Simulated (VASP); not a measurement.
Input of a VASP 6.6.1 run:

The input INCAR:

```
SYSTEM = Ge4I
ALGO = Normal ; EDIFF = 1E-7
EDIFFG = -0.04 ; ENCUT = 600
GGA = PE ; IBRION = 2
ISIF = 3 ; ISMEAR = 0
LASPH = .TRUE. ; LCHARG = .FALSE.
LREAL = .FALSE. ; LWAVE = .FALSE.
NELM = 100 ; NSW = 90
PREC = Accurate ; SIGMA = 0.1
```

The input KPOINTS:

```
k-points
0
G
  4 4 4
  0 0 0
```

Contents of POSCAR:

```
Ge4I
1.0
   -3.1519365200      3.1519365200      3.1519365200
    3.1519365200     -3.1519365200      3.1519365200
    3.1519365200      3.1519365200     -3.1519365200
Ge I
4 1
Direct
    0.0000000000      0.0000000000      0.5000000000
    0.0000000000      0.5000000000      0.0000000000
    0.5000000000      0.0000000000      0.0000000000
    0.5000000000      0.5000000000      0.5000000000
    0.0000000000      0.0000000000      0.0000000000
```

Potentials or basis: VASP PAW PBE potentials, release 64 (Ge_d, I).

Launch:

```sh
$ cat potpaw_PBE.64/Ge_d/POTCAR potpaw_PBE.64/I/POTCAR > POTCAR
$ mpirun -np 1 vasp_std > vasp.out
```

**Question.** Predict the relaxed cell.

**Answer.** a = 5.736 Å, b = 5.736 Å, c = 5.736 Å, α = 109.47°, β = 109.47°, γ = 109.47°.

**Question.** What does it give for the space group after relaxing (to 0.05 Å)?

**Answer.** Im-3m (No. 229).

**Question.** Predict the relaxed volume.

**Answer.** 29.06 Å³/atom.

The path:
```tsv
step	energy change (eV)	largest force (eV/Å)	pressure (GPa)	volume (Å³)
1	0.0000	0.0000	7.82	125.25
2	-0.4210	0.0000	-0.79	148.76
3	-0.4292	0.0000	0.04	145.31
```

Caveat: the volume moved by over 15 % at a fixed basis, so the end points are rough; an odd number of electrons without spin polarisation forces a metal; a magnetic or distorted state may lie lower.
